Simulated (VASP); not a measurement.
LaB6:

```
CELL_PARAMETERS angstrom
4.15700 0.00000 0.00000
0.00000 4.15700 0.00000
0.00000 0.00000 4.15700
ATOMIC_POSITIONS crystal
La 0.00000 0.00000 0.00000
B 0.21170 0.50000 0.50000
B 0.78830 0.50000 0.50000
B 0.50000 0.50000 0.21170
B 0.50000 0.50000 0.78830
B 0.50000 0.21170 0.50000
B 0.50000 0.78830 0.50000
```

* Program: VASP 6.6.1
* Task: relaxation of cell and atoms
* Functional: r2SCAN
* Potentials or basis: VASP PAW PBE potentials, release 64 (La, B)
* Cutoff: 600 eV
* k mesh: 6 × 6 × 6
* Occupations: gaussian, width 0.1 eV
* Spin: no spin polarisation

At the start: pressure 4.0 GPa; volume 10.26 Å³/atom.

**Question.** Where does the relaxation end?

**Answer.** Over 8 steps the energy falls by 63.8 meV/atom and the volume is 10.22 Å³/atom (-0.4 %); space group Pm-3m (No. 221, to 0.1 Å) before and after.

Step by step:
```
step  energy change (eV)  largest force (eV/Å)  pressure (GPa)  volume (Å³)
   1              0.0000                3.0350            3.98        71.84
   2              1.5164                6.7146           -2.95        74.52
   3             -0.4362                0.0679           -2.80        72.71
   4             -0.4369                0.0437           -2.63        72.68
   5             -0.4446                0.0951            0.96        71.17
   6             -0.4462                0.0524           -0.11        71.60
   7             -0.4460                0.0800            0.18        71.53
   8             -0.4463                0.0000            0.01        71.57
```

Final structure:
```xyz
7
Lattice="4.1520 0.0000 0.0000 0.0000 4.1520 0.0000 0.0000 0.0000 4.1520" Properties=species:S:1:pos:R:3 pbc="T T T"
La    0.0000    0.0000    0.0000
B     0.8298    2.0760    2.0760
B     3.3221    2.0760    2.0760
B     2.0760    2.0760    0.8298
B     2.0760    2.0760    3.3221
B     2.0760    0.8298    2.0760
B     2.0760    3.3221    2.0760
```

Caveat: the PAW data sets were made with another functional, which shifts forces and pressure a little; an odd number of electrons without spin polarisation forces a metal; a magnetic or distorted state may lie lower.
